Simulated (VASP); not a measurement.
# Sn in VASP: single point with PBEsol

Aim: the single point of Sn with PBEsol.

Program: VASP 6.6.1. These are calculated values, not measurements. Logs are shortened: lines on timing, memory, paths and dates and some standing lists are left out, and cuts for length are marked.

## (1) The cell of the first run

The cell holds a slab with vacuum, 8 atoms: a = 4.626 Å, b = 4.626 Å, c = 26.448 Å, α = 90.00°, β = 90.00°, γ = 90.00°.

## (2) Single point, PBEsol

INCAR

```
PREC = Accurate
ENCUT = 520
EDIFF = 1E-7
ISMEAR = 0
SIGMA = 0.1
LREAL = False
LASPH = True
NELM = 60
ALGO = Normal
ISIF = 2
LWAVE = False
LCHARG = True
LDIPOL = True
IDIPOL = 3
DIPOL = 0.5 0.5 0.500
GGA = PS
LELF = True
LVHAR = True
LVACPOTAV = True
NBANDS = 66
```

KPOINTS

```
regular mesh
0
Gamma
  8 8 1
```

POSCAR

```
Sn
1.0
    4.6255804191      0.0000000000      0.0000000000
    0.0000000000      4.6255804191      0.0000000000
    0.0000000000      0.0000000000     26.4477274845
Sn
8
Direct
    0.0000000000      0.5000000000      0.2820889764
    0.0000000000      0.0000000000      0.3450301444
    0.5000000000      0.0000000000      0.4070550426
    0.5000000000      0.5000000000      0.4690829173
    0.0000000000      0.5000000000      0.5309170840
    0.0000000000      0.0000000000      0.5929449543
    0.5000000000      0.0000000000      0.6549698537
    0.5000000000      0.5000000000      0.7179110273
```

Potentials or basis: VASP PAW PBE potentials, release 64 (Sn_d).

Launch:

```
$ cat potpaw_PBE.64/Sn_d/POTCAR > POTCAR
$ mpirun -np 1 vasp_std > vasp.out
```

OUTCAR:

```text
PREC = Accurate
   ENCUT = 520
   EDIFF = 1E-7
   ISMEAR = 0
   LREAL = False
   LASPH = True
   NELM = 60
   ISIF = 2
   GGA = PS

 ion  position               nearest neighbor table
   1  0.000  0.500  0.282-   2 2.85   2 2.85
   2  0.000  0.000  0.345-   3 2.84   3 2.84   1 2.85   1 2.85
   3  0.500  0.000  0.407-   2 2.84   2 2.84   4 2.84   4 2.84
   4  0.500  0.500  0.469-   5 2.83   5 2.83   3 2.84   3 2.84
   5  0.000  0.500  0.531-   4 2.83   4 2.83   6 2.84   6 2.84
   6  0.000  0.000  0.593-   7 2.84   7 2.84   5 2.84   5 2.84
   7  0.500  0.000  0.655-   6 2.84   6 2.84   8 2.85   8 2.85
   8  0.500  0.500  0.718-   7 2.85   7 2.85

  LATTYP: Found a simple tetragonal cell.
 ALAT       =     4.6255804191
 C/A-ratio  =     5.7177100144

  Lattice vectors:

 A1 = (   4.6255804191,   0.0000000000,   0.0000000000)
 A2 = (   0.0000000000,   4.6255804191,   0.0000000000)
 A3 = (   0.0000000000,   0.0000000000,  26.4477274845)

Analysis of symmetry for initial positions (statically):
=====================================================================
 Subroutine PRICEL returns:
 Original cell was already a primitive cell.

 Routine SETGRP: Setting up the symmetry group for a
 simple tetragonal supercell.

 Subroutine GETGRP returns: Found  8 space group operations
 (whereof  4 operations were pure point group operations)
 out of a pool of 16 trial point group operations.

The static configuration has the point symmetry C_2v.
 The point group associated with its full space group is D_2h.

Analysis of symmetry for dynamics (positions and initial velocities):
=====================================================================
 Subroutine PRICEL returns:
 Original cell was already a primitive cell.

 Routine SETGRP: Setting up the symmetry group for a
 simple tetragonal supercell.

 Subroutine GETGRP returns: Found  8 space group operations
 (whereof  4 operations were pure point group operations)
 out of a pool of 16 trial point group operations.

The dynamic configuration has the point symmetry C_2v.
 The point group associated with its full space group is D_2h.

 Subroutine INISYM returns: Found  8 space group operations
 (whereof  4 operations are pure point group operations),
 and found     1 'primitive' translations

----------------------------------------------------------------------------------------

                                     Primitive cell

  volume of cell :     565.8754

  direct lattice vectors                    reciprocal lattice vectors
     4.625580419  0.000000000  0.000000000     0.216189085  0.000000000  0.000000000
     0.000000000  4.625580419  0.000000000     0.000000000  0.216189085  0.000000000
     0.000000000  0.000000000 26.447727484     0.000000000  0.000000000  0.037810432

  length of vectors
     4.625580419  4.625580419 26.447727484     0.216189085  0.216189085  0.037810432

  position of ions in fractional coordinates (direct lattice)
     0.000000000  0.500000000  0.282088976
     0.000000000  0.000000000  0.345030144
     0.500000000  0.000000000  0.407055043
     0.500000000  0.500000000  0.469082917
     0.000000000  0.500000000  0.530917084
     0.000000000  0.000000000  0.592944954
     0.500000000  0.000000000  0.654969854
     0.500000000  0.500000000  0.717911027

  ion indices of the primitive-cell ions
   primitive index   ion index
                 1           1
                 2           2
                 3           3
                 4           4
                 5           5
                 6           6
                 7           7
                 8           8

----------------------------------------------------------------------------------------

 KPOINTS: regular mesh

Automatic generation of k-mesh.
 Grid dimensions read from file:
 generate k-points for:    8    8    1

 Generating k-lattice:

  Cartesian coordinates                     Fractional coordinates (reciprocal lattice)
     0.027023636  0.000000000  0.000000000     0.125000000  0.000000000  0.000000000
     0.000000000  0.027023636  0.000000000     0.000000000  0.125000000  0.000000000
     0.000000000  0.000000000  0.037810432     0.000000000  0.000000000  1.000000000

  Length of vectors
     0.027023636  0.027023636  0.037810432

  Shift w.r.t. Gamma in fractional coordinates (k-lattice)
     0.000000000  0.000000000  0.000000000

 Subroutine IBZKPT returns following result:
 ===========================================

 Found     25 irreducible k-points:

 Following reciprocal coordinates:
            Coordinates               Weight
  0.000000  0.000000  0.000000      1.000000
  0.125000  0.000000  0.000000      2.000000
  0.000000  0.125000  0.000000      2.000000
  0.250000  0.000000  0.000000      2.000000
  0.000000  0.250000  0.000000      2.000000
  0.375000  0.000000  0.000000      2.000000
[... 16 lines left out ...]
  0.500000  0.375000  0.000000      2.000000
 -0.375000  0.500000  0.000000      2.000000
   k-points           NKPTS =     25   k-points in BZ     NKDIM =     25   number of bands    NBANDS=     66
   number of dos      NEDOS =    301   number of ions     NIONS =      8
   total plane-waves  NPLWV = 259200
   dimension x,y,z NGX =    36 NGY =   36 NGZ =  200
   dimension x,y,z NGXF=    72 NGYF=   72 NGZF=  400
   ions per type =               8
   NGX,Y,Z   is equivalent  to a cutoff of  12.94, 12.94, 12.57 a.u.
   NGXF,Y,Z  is equivalent  to a cutoff of  25.88, 25.88, 25.14 a.u.
 SYSTEM =  unknown system
   PREC   = accura    normal or accurate (medium, high low for compatibility)
   ISTART =      0    job   : 0-new  1-cont  2-samecut
   ICHARG =      2    charge: 1-file 2-atom 10-const
   ISPIN  =      1    spin polarized calculation?
   LNONCOLLINEAR =      F non collinear calculations
   LSORBIT =      F    spin-orbit coupling
   LASPH  =      T    aspherical Exc in radial PAW
   ENCUT  =  520.0 eV  38.22 Ry    6.18 a.u.   8.60  8.60 49.18*2*pi/ulx,y,z
   NELM   =     60;   NELMIN=  2; NELMDL= -5     # of ELM steps
   EDIFF  = 0.1E-06   stopping-criterion for ELM
   LREAL  =      F    real-space projection
   EDIFFG = 0.1E-05   stopping-criterion for IOM
   NSW    =      0    number of steps for IOM
   IBRION =     -1    ionic relax: 0-MD 1-quasi-New 2-CG
   NFREE  =      0    steps in history (QN), initial steepest desc. (CG)
   ISIF   =      2    stress and relaxation
   ISYM   =      2    0-nonsym 1-usesym 2-fastsym
   POTIM  = 0.5000    time-step for ionic-motion
   TEBEG  =    0.0;   TEEND  =   0.0 temperature during run
   PSTRESS=    0.0 pullay stress
   NELECT =     112.0000    total number of electrons
   NUPDOWN=      -1.0000    fix difference up-down
   EMIN   =  10.00;   EMAX   =-10.00  energy-range for DOS
   EFERMI =   0.00;   METHOD = LEGACY
   ISMEAR =     0;   SIGMA  =   0.10  broadening in eV -4-tet -1-fermi 0-gaus
   EFERMI_NEDOS =   21; number of points for ismear=-14 and -15
   IALGO  =     38    algorithm
   IMIX   =      4    mixing-type and parameters
     AMIX     =   0.40;   BMIX     =  1.00
     AMIX_MAG =   1.60;   BMIX_MAG =  1.00
  volume/ion in A,a.u.               =      70.73       477.34
  Fermi-wavevector in a.u.,A,eV,Ry     =   0.954056  1.802905 12.384335  0.910223
  Thomas-Fermi vector in A             =   2.082768
   LORBIT       =      0    0 simple, 1 ext, 2 COOP (PROOUT), +10 PAW based schemes
   GGA     = PS    functional components
   LHFCALC =     F    Hartree Fock is set to
   AEXX    =    0.0000 exact exchange contribution
   IVDW    =     0    specifies the selected vdW correction
   LEPSILON=     F    determine dielectric tensor
   LRPA    =     F    only Hartree local field effects (RPA)
 non-spin polarized calculation
 Gauss-broadening in eV      SIGMA  =   0.10
  energy-cutoff  :      520.00
  volume of cell :      565.88
 maximum number of plane-waves:     15278
 NGX is ok and might be reduce to    36
   NGX = 17   NGY = 17   NGZ = 99

 dipolmoment           0.000000      0.000000      0.000000 electrons x Angstroem

 number of electron     111.9999979 magnetization

 dipolmoment           0.000000      0.000000     -0.000000 electrons x Angstroem

 Free energy of the ion-electron system (eV)
  ---------------------------------------------------
  ext. energy  EPLUGINS =         0.00000000
  ---------------------------------------------------
  free energy    TOTEN  =       -31.12676736 eV

  energy without entropy =      -31.09539394  energy(sigma->0) =      -31.11108065

 E-fermi :   0.1074     XC(G=0):  -5.0516

 val. band max:        0.1054288564   @ k =   0.0000   0.2500   0.0000
 cond. band min:       0.1135935712   @ k =   0.0000   0.1250   0.0000
 fundamental gap:      0.0081647148
 Fermi energy:         0.1073559359

 k-point     1 :       0.0000    0.0000    0.0000
  band No.  band energies     occupation
      1     -21.2625      2.00000
      2     -21.2456      2.00000
      3     -21.2391      2.00000
      4     -21.2019      2.00000
      5     -21.1805      2.00000
      6     -21.1564      2.00000
[... 58 lines left out ...]
     65       2.3245      0.00000
     66       3.0847      0.00000

 k-point     2 :       0.1250    0.0000    0.0000
  band No.  band energies     occupation
      1     -21.2626      2.00000
      2     -21.2525      2.00000
      3     -21.2419      2.00000
      4     -21.2048      2.00000
      5     -21.1686      2.00000
      6     -21.1551      2.00000
[... 58 lines left out ...]
     65       2.9736      0.00000
     66       3.1551      0.00000

 k-point     3 :       0.0000    0.1250    0.0000
  band No.  band energies     occupation
      1     -21.2693      2.00000
      2     -21.2467      2.00000
      3     -21.2406      2.00000
      4     -21.1984      2.00000
      5     -21.1728      2.00000
      6     -21.1597      2.00000
[... 1438 lines left out ...]
     65       3.9196      0.00000
     66       3.9196      0.00000

 k-point    24 :      -0.3750    0.5000    0.0000
  band No.  band energies     occupation
      1     -21.2743      2.00000
      2     -21.2684      2.00000
      3     -21.2413      2.00000
      4     -21.2301      2.00000
      5     -21.1634      2.00000
      6     -21.1479      2.00000
[... 58 lines left out ...]
     65       4.1555      0.00000
     66       4.4371      0.00000

 [... further k-points ...]

------------------------ aborting loop because EDIFF is reached ----------------------------------------

  FORCE on cell =-STRESS in cart. coord.  units (eV):
  Direction    XX          YY          ZZ          XY          YZ          ZX
  --------------------------------------------------------------------------------------
  -------------------------------------------------------------------------------------
  Total       -2.2427212     -0.6963747     -0.1158579      0.0000000      0.0000000      0.0000000
  in kB       -6.3498730     -1.9716631     -0.3280313      0.0000000      0.0000000      0.0000000
  external PRESSURE =      -2.8831891 kB  Pullay stress =       0.0000000 kB

 VOLUME and BASIS-vectors are now :
 -----------------------------------------------------------------------------
  energy-cutoff  :      520.00
  volume of cell :      565.88
      direct lattice vectors                 reciprocal lattice vectors
     4.625580419  0.000000000  0.000000000     0.216189085  0.000000000  0.000000000
     0.000000000  4.625580419  0.000000000     0.000000000  0.216189085  0.000000000
     0.000000000  0.000000000 26.447727484     0.000000000  0.000000000  0.037810432

 POSITION                                       TOTAL-FORCE (eV/Angst)
 -----------------------------------------------------------------------------------
      0.00000      2.31279      7.46061         0.000000      0.000000     -0.000444
      0.00000      0.00000      9.12526         0.000000      0.000000     -0.000314
      2.31279      0.00000     10.76568         0.000000      0.000000     -0.000062
      2.31279      2.31279     12.40618         0.000000      0.000000      0.009419
      0.00000      2.31279     14.04155         0.000000      0.000000     -0.009419
      0.00000      0.00000     15.68205         0.000000      0.000000      0.000062
      2.31279      0.00000     17.32246         0.000000      0.000000      0.000314
      2.31279      2.31279     18.98712         0.000000      0.000000      0.000444
 -----------------------------------------------------------------------------------
    total drift:                                0.000000     -0.000000      0.000008

  FREE ENERGIE OF THE ION-ELECTRON SYSTEM (eV)
  ---------------------------------------------------
  free  energy   TOTEN  =       -31.1267673556 eV

  energy  without entropy=      -31.0953939390  energy(sigma->0) =      -31.11108065

 vacuum level on the upper side and lower side of the slab         4.729         4.729
```

It took 12 min on 1 thread of AMD EPYC 9R45 (Zen 5), shared host; peak memory 0.89 GiB.

Results:

```yaml
Free_energy: -31.1268 eV
Largest_force: 0.009 eV/Å
Band_gap_on_the_k_mesh: zero (bands 56 and 57 overlap by 0.77 eV)
```

Forces in eV/Å, atoms in the order of the input:
```
Sn   0.000  0.000  0.000
Sn   0.000  0.000  0.000
Sn   0.000  0.000  0.000
Sn   0.000  0.000  0.009
Sn   0.000  0.000 -0.009
Sn   0.000  0.000  0.000
Sn   0.000  0.000  0.000
Sn   0.000  0.000  0.000
```

Caveat: the PAW data sets were made with another functional, which shifts forces and pressure a little; spin-orbit coupling is left out, which moves the levels of the heavy elements.
